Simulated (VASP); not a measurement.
Set up this calculation in VASP 6.6.1, as the native input.

| Item | Value |
| --- | --- |
| Task | single point |
| Functional | r2SCAN |
| Potentials or basis | VASP PAW PBE potentials, release 64 (C, Ba_sv) |
| Cutoff | 520 eV |
| k mesh | 6 × 6 × 6 |
| Occupations | fermi-dirac, width 0.02 eV |
| Spin | no spin polarisation |
| Dipole correction | no |
| Further INCAR settings | ALGO = Normal; EDIFF = 1e-07; NBANDS = 19 |

The system is Ba2C.

```
C Ba
1.0
     0.00000    3.57542    3.57542
     3.57542    0.00000    3.57542
     3.57542    3.57542    0.00000
C Ba
1 2
Direct
  0.00000 0.00000 0.00000
  0.25000 0.25000 0.25000
  0.75000 0.75000 0.75000
```

This cell differs from its parent crystal: volume changed by +6%.

The input as run:

POSCAR

```
Ba2C
1.0
    0.0000000000      3.5754242982      3.5754242982
    3.5754242982      0.0000000000      3.5754242982
    3.5754242982      3.5754242982      0.0000000000
C Ba
1 2
Direct
    0.0000000000      0.0000000000      0.0000000000
    0.2500000000      0.2500000000      0.2500000000
    0.7500000000      0.7500000000      0.7500000000
```

INCAR.step1

```
SYSTEM = Ba2C
PREC     = Accurate       ! precision mode
ENCUT    = 520            ! plane-wave cutoff, eV
ISMEAR   = -1             ! smearing method
SIGMA    = 0.02           ! smearing width, eV
LREAL    = .False.        ! projectors in reciprocal space
LASPH    = .True.         ! aspherical terms in the spheres
NELM     = 60             ! most SCF steps
NBANDS   = 19             ! bands
GGA      = PE             ! functional
ALGO     = Normal         ! electronic algorithm
EDIFF    = 1E-4           ! SCF threshold, eV
LWAVE    = .True.         ! write WAVECAR
LCHARG   = .False.        ! write CHGCAR
```

INCAR.step2

```
SYSTEM = Ba2C
PREC     = Accurate       ! precision mode
ENCUT    = 520            ! plane-wave cutoff, eV
EDIFF    = 1E-7           ! SCF threshold, eV
ISMEAR   = -1             ! smearing method
SIGMA    = 0.02           ! smearing width, eV
LREAL    = .False.        ! projectors in reciprocal space
LASPH    = .True.         ! aspherical terms in the spheres
NELM     = 60             ! most SCF steps
ALGO     = Normal         ! electronic algorithm
ISIF     = 2              ! what is computed and relaxed
LWAVE    = .False.        ! write WAVECAR
LCHARG   = .False.        ! write CHGCAR
METAGGA  = R2SCAN         ! meta-GGA
LMIXTAU  = .True.       
NBANDS   = 19             ! bands
ISTART   = 1
```

KPOINTS

```
regular mesh
0
Gamma
  6 6 6
  0 0 0
```

Potentials or basis: VASP PAW PBE potentials, release 64 (C, Ba_sv).

The run is started by

```bash
$ cat potpaw_PBE.64/C/POTCAR potpaw_PBE.64/Ba_sv/POTCAR > POTCAR
$ cp INCAR.step1 INCAR
$ mpirun -np 1 vasp_std > vasp.out
$ cp INCAR.step2 INCAR
$ mpirun -np 1 vasp_std > vasp.out
```

Results of the run:

```yaml
Pressure: -0.8 GPa
Band_gap_on_the_k_mesh: zero (filled and empty bands touch)
```

Caveat: the PAW data sets were made with another functional, which shifts forces and pressure a little; spin-orbit coupling is left out, which moves the levels of the heavy elements.

It took 91 s on 1 thread of Intel(R) Xeon(R) Platinum 8375C CPU @ 2.90GHz (Ice Lake) (shared host), peak memory 0.26 GiB.
